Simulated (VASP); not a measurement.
# Ba (P6/mmm) in VASP: single point with r2SCAN

Aim: the single point of Ba with r2SCAN.

Program: VASP 6.6.1. These are calculated values, not measurements. Logs are shortened: lines on timing, memory, paths and dates and some standing lists are left out, and cuts for length are marked.

### 1 The cell of the first run

Symmetry: P6/mmm, No. 191, hexagonal system. Conventional cell: a = 4.432 Å, b = 4.432 Å, c = 4.023 Å, α = 90.00°, β = 90.00°, γ = 120.00°. Within 5.3 Å of Ba (site symmetry 6/mmm) lie 8 Ba at 4.02 to 4.43 Å.

### 2 Single point, r2SCAN (functional r2SCAN, strained)

POSCAR

```
Ba
1.0
    4.4323388814      0.0000000000      0.0000000000
   -2.2161694408      3.8385180695      0.0000000000
    0.0000000000      0.0000000000      4.0229888724
Ba
1
Direct
    0.0000000000      0.0000000000      0.0000000000
```

INCAR.step1

```
ALGO = Normal
EDIFF = 1E-4
ENCUT = 520
GGA = PE
ISMEAR = 0
LASPH = True
LCHARG = False
LREAL = False
LWAVE = True
NBANDS = 11
NELM = 60
PREC = Accurate
SIGMA = 0.1
```

INCAR.step2

```
ALGO = Normal
EDIFF = 1E-7
ENCUT = 520
ISIF = 2
ISMEAR = 0
ISTART = 1
LASPH = True
LCHARG = False
LMIXTAU = True
LREAL = False
LWAVE = False
METAGGA = R2SCAN
NBANDS = 11
NELM = 60
PREC = Accurate
SIGMA = 0.1
```

KPOINTS

```
k-points
0
Gamma
  12 12 12
```

Potentials or basis: VASP PAW PBE potentials, release 64 (Ba_sv).

Started as:

```bash
> cat potpaw_PBE.64/Ba_sv/POTCAR > POTCAR
> cp INCAR.step1 INCAR
> mpirun -np 1 vasp_std > vasp.out
> cp INCAR.step2 INCAR
> mpirun -np 1 vasp_std > vasp.out
```

OUTCAR:

```text
EDIFF = 1E-7
   ENCUT = 520
   ISIF = 2
   ISMEAR = 0
   ISTART = 1
   LASPH = True
   LREAL = False
   METAGGA = R2SCAN
   NELM = 60
   PREC = Accurate

 ion  position               nearest neighbor table
   1  0.000  0.000  0.000-

  LATTYP: Found a hexagonal cell.
 ALAT       =     4.4323388814
 C/A-ratio  =     0.9076446951

  Lattice vectors:

 A1 = (   4.4323388814,   0.0000000000,   0.0000000000)
 A2 = (  -2.2161694408,   3.8385180695,   0.0000000000)
 A3 = (   0.0000000000,   0.0000000000,   4.0229888724)

Analysis of symmetry for initial positions (statically):
=====================================================================
 Subroutine PRICEL returns:
 Original cell was already a primitive cell.

 Routine SETGRP: Setting up the symmetry group for a
 hexagonal supercell.

 Subroutine GETGRP returns: Found 24 space group operations
 (whereof 24 operations were pure point group operations)
 out of a pool of 24 trial point group operations.

The static configuration has the point symmetry D_6h.

Analysis of symmetry for dynamics (positions and initial velocities):
=====================================================================
 Subroutine PRICEL returns:
 Original cell was already a primitive cell.

 Routine SETGRP: Setting up the symmetry group for a
 hexagonal supercell.

 Subroutine GETGRP returns: Found 24 space group operations
 (whereof 24 operations were pure point group operations)
 out of a pool of 24 trial point group operations.

The dynamic configuration has the point symmetry D_6h.

 Subroutine INISYM returns: Found 24 space group operations
 (whereof 24 operations are pure point group operations),
 and found     1 'primitive' translations

----------------------------------------------------------------------------------------

                                     Primitive cell

  volume of cell :      68.4456

  direct lattice vectors                    reciprocal lattice vectors
     4.432338881  0.000000000  0.000000000     0.225614518  0.130258603  0.000000000
    -2.216169441  3.838518070  0.000000000     0.000000000  0.260517205  0.000000000
     0.000000000  0.000000000  4.022988872     0.000000000  0.000000000  0.248571406

  length of vectors
     4.432338881  4.432338881  4.022988872     0.260517205  0.260517205  0.248571406

[... 77 lines left out ...]
   NELM   =     60;   NELMIN=  2; NELMDL=  0     # of ELM steps
   EDIFF  = 0.1E-06   stopping-criterion for ELM
   LREAL  =      F    real-space projection
   EDIFFG = 0.1E-05   stopping-criterion for IOM
   NSW    =      0    number of steps for IOM
   IBRION =     -1    ionic relax: 0-MD 1-quasi-New 2-CG
   NFREE  =      0    steps in history (QN), initial steepest desc. (CG)
   ISIF   =      2    stress and relaxation
   ISYM   =      2    0-nonsym 1-usesym 2-fastsym
   POTIM  = 0.5000    time-step for ionic-motion
   TEBEG  =    0.0;   TEEND  =   0.0 temperature during run
   PSTRESS=    0.0 pullay stress
   NELECT =      10.0000    total number of electrons
   NUPDOWN=      -1.0000    fix difference up-down
   EMIN   =  10.00;   EMAX   =-10.00  energy-range for DOS
   EFERMI =   0.00;   METHOD = LEGACY
   ISMEAR =     0;   SIGMA  =   0.10  broadening in eV -4-tet -1-fermi 0-gaus
   EFERMI_NEDOS =   21; number of points for ismear=-14 and -15
   IALGO  =     38    algorithm
   IMIX   =      4    mixing-type and parameters
     AMIX     =   0.40;   BMIX     =  1.00
     AMIX_MAG =   1.60;   BMIX_MAG =  1.00
  volume/ion in A,a.u.               =      68.45       461.89
  Fermi-wavevector in a.u.,A,eV,Ry     =   0.862236  1.629391 10.115274  0.743452
  Thomas-Fermi vector in A             =   1.980009
   LORBIT       =      0    0 simple, 1 ext, 2 COOP (PROOUT), +10 PAW based schemes
   METAGGA = R2SCAN    functional components
   LHFCALC =     F    Hartree Fock is set to
   AEXX    =    0.0000 exact exchange contribution
   IVDW    =     0    specifies the selected vdW correction
   LEPSILON=     F    determine dielectric tensor
   LRPA    =     F    only Hartree local field effects (RPA)
 non-spin polarized calculation
 Gauss-broadening in eV      SIGMA  =   0.10
  energy-cutoff  :      520.00
  volume of cell :       68.45
 maximum number of plane-waves:      1863
 NGX is ok and might be reduce to    36
   NGX = 17   NGY = 17   NGZ = 15

 number of electron       9.9999999 magnetization

 Free energy of the ion-electron system (eV)
  ---------------------------------------------------
  ext. energy  EPLUGINS =         0.00000000
  ---------------------------------------------------
  free energy    TOTEN  =       -26.27682928 eV

  energy without entropy =      -26.27187824  energy(sigma->0) =      -26.27435376

 E-fermi :   1.5072     XC(G=0):  -7.5287

 val. band max:        1.5039987687   @ k =   0.4167   0.1667   0.2500
 cond. band min:       1.5213371701   @ k =   0.3333   0.2500   0.1667
 fundamental gap:      0.0173384014
 Fermi energy:         1.5072146518

 k-point     1 :       0.0000    0.0000    0.0000
  band No.  band energies     occupation
      1     -28.8345      2.00000
      2     -13.3980      2.00000
      3     -13.3980      2.00000
      4     -13.3041      2.00000
      5      -1.2960      2.00000
      6       1.8387      0.00000
      7       3.2846      0.00000
      8       3.2846      0.00000
      9       6.2366      0.00000
     10       6.2366      0.00000
     11       7.6015      0.00000
[... 309 lines left out ...]
 k-point    24 :       0.3333   -0.0000    0.0833
  band No.  band energies     occupation
      1     -28.8082      2.00000
      2     -13.6823      2.00000
      3     -13.4603      2.00000
      4     -13.3138      2.00000
      5       0.1923      2.00000
      6       1.9208      0.00000
      7       2.5184      0.00000
      8       4.5231      0.00000
      9       4.9174      0.00000
     10       5.6941      0.00000
     11       7.9207      0.00000

 [... further k-points ...]
[... 5 lines left out ...]
  --------------------------------------------------------------------------------------
  -------------------------------------------------------------------------------------
  Total       -0.2800285     -0.2800285     -0.2294895      0.0000000      0.0000000     -0.0000000
  in kB       -6.5549209     -6.5549209     -5.3719022      0.0000000      0.0000000     -0.0000000
  external PRESSURE =      -6.1605813 kB  Pullay stress =       0.0000000 kB

 VOLUME and BASIS-vectors are now :
 -----------------------------------------------------------------------------
  energy-cutoff  :      520.00
  volume of cell :       68.45
      direct lattice vectors                 reciprocal lattice vectors
     4.432338881  0.000000000  0.000000000     0.225614518  0.130258603  0.000000000
    -2.216169441  3.838518070  0.000000000     0.000000000  0.260517205  0.000000000
     0.000000000  0.000000000  4.022988872     0.000000000  0.000000000  0.248571406

 POSITION                                       TOTAL-FORCE (eV/Angst)
 -----------------------------------------------------------------------------------
      0.00000      0.00000      0.00000        -0.000000      0.000000      0.000000
 -----------------------------------------------------------------------------------
    total drift:                                0.000000      0.000000     -0.000000

  FREE ENERGIE OF THE ION-ELECTRON SYSTEM (eV)
  ---------------------------------------------------
  free  energy   TOTEN  =       -26.2768292821 eV

  energy  without entropy=      -26.2718782403  energy(sigma->0) =      -26.27435376
```

OUTCAR.step1:

```text
EDIFF = 1E-4
   ENCUT = 520
   GGA = PE
   ISMEAR = 0
   LASPH = True
   LREAL = False
[... 554 lines left out ...]

 POSITION                                       TOTAL-FORCE (eV/Angst)
 -----------------------------------------------------------------------------------
      0.00000      0.00000      0.00000         0.000000      0.000000      0.000000
 -----------------------------------------------------------------------------------
    total drift:                               -0.000000      0.000000     -0.000000

  FREE ENERGIE OF THE ION-ELECTRON SYSTEM (eV)
  ---------------------------------------------------
  free  energy   TOTEN  =        -1.7192755949 eV

  energy  without entropy=       -1.7133602655  energy(sigma->0) =       -1.71631793
```

OSZICAR.step1:

```text
N       E                     dE             d eps       ncg     rms          rms(c)
DAV:   1     0.569219905429E+02    0.56922E+02   -0.40840E+03  2926   0.736E+02
DAV:   2     0.132254178560E+01   -0.55599E+02   -0.54077E+02  3570   0.134E+02
DAV:   3    -0.161749120785E+01   -0.29400E+01   -0.29213E+01  3736   0.327E+01
DAV:   4    -0.171248155781E+01   -0.94990E-01   -0.94824E-01  3885   0.542E+00
DAV:   5    -0.171571674973E+01   -0.32352E-02   -0.32347E-02  3958   0.787E-01    0.160E+00
DAV:   6    -0.171702361156E+01   -0.13069E-02   -0.56265E-03  3652   0.587E-01    0.953E-01
DAV:   7    -0.171899710488E+01   -0.19735E-02   -0.10890E-02  3396   0.950E-01    0.628E-02
DAV:   8    -0.171927046024E+01   -0.27336E-03   -0.59438E-04  3738   0.163E-01    0.373E-02
DAV:   9    -0.171927559488E+01   -0.51346E-05   -0.15109E-05  1919   0.334E-02
   1 F= -.17192756E+01 E0= -.17163179E+01  d E =-.591533E-02
```

It took 12 min on 1 thread of AMD EPYC, shared host; peak memory 0.23 GiB.

What came out:

* Free energy: -26.2768 eV
* Pressure: -0.6 GPa
* Band gap on the k mesh: zero (band 5 reaches 1.77 eV, above the bottom of band 6 at 1.33 eV)

Stress tensor (GPa, compression positive):
```
-0.66  0.00  0.00
 0.00 -0.66  0.00
 0.00  0.00 -0.54
```

Caveat: the cell differs from its parent crystal (functional r2SCAN, strained); the PAW data sets were made with another functional, which shifts forces and pressure a little; spin-orbit coupling is left out, which moves the levels of the heavy elements.
